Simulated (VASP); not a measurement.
Write the native input for VASP 6.6.1 that does the following.

* Task: relaxation of cell and atoms
* Functional: PBE
* Potentials or basis: VASP PAW PBE potentials, release 64 (Hf_pv)
* Cutoff: 600 eV
* k mesh: 17 × 17 × 17
* Occupations: fermi-dirac, width 0.05 eV
* Spin: no spin polarisation
* Target pressure: 74 GPa
* Dipole correction: no
* Further INCAR settings: ALGO = Normal; EDIFF = 1e-07; IBRION = 2; EDIFFG = -0.005; NSW = 32; ISIF = 3

The structure of Hf lies in POSCAR:

```
Hf
1.0
    0.0000000000      1.9741079986      1.9741079986
    1.9741079986      0.0000000000      1.9741079986
    1.9741079986      1.9741079986      0.0000000000
Hf
1
Direct
    0.0000000000      0.0000000000      0.0000000000
```

The input as run:

INCAR

```
  PREC = Accurate
  ENCUT = 600
  EDIFF = 1E-7
  ISMEAR = -1
  SIGMA = 0.05
  LREAL = F
  LASPH = T
  NELM = 100
  ALGO = Normal
  ISIF = 3
  LWAVE = F
  LCHARG = F
  GGA = PE
  IBRION = 2
  NSW = 32
  EDIFFG = -0.005
  PSTRESS = 740.0
```

KPOINTS

```
Automatic mesh
0
Gamma
  17 17 17
```

Potentials or basis: VASP PAW PBE potentials, release 64 (Hf_pv).

Command:

```sh
$ cat potpaw_PBE.64/Hf_pv/POTCAR > POTCAR
$ mpirun -np 1 vasp_std > vasp.out
```

It gave:

```yaml
Relaxed_volume: 15.34 Å³/atom
Relaxed_cell: a = 2.789 Å, b = 2.789 Å, c = 2.789 Å, α = 60.00°, β = 60.00°, γ = 60.00°
Space_group_after_relaxing_to_0.05_Å: Fm-3m (No. 225)
Energy_change_on_relaxing_the_enthalpy_is_what_falls: +23.5 meV/atom
Ionic_steps: 3
Pressure_after_relaxing: 74.0 GPa
Band_gap_on_the_k_mesh: zero (band 5 reaches 9.11 eV, above the bottom of band 6 at 7.04 eV)
```

Caveat: the cell is relaxed towards a set pressure, so the enthalpy falls and the energy may rise; spin-orbit coupling is left out, which moves the levels of the heavy elements.

Run time: 16 s on 1 thread of Intel(R) Xeon(R) 6975P-C (Granite Rapids), on a shared host, peak memory 0.16 GiB.
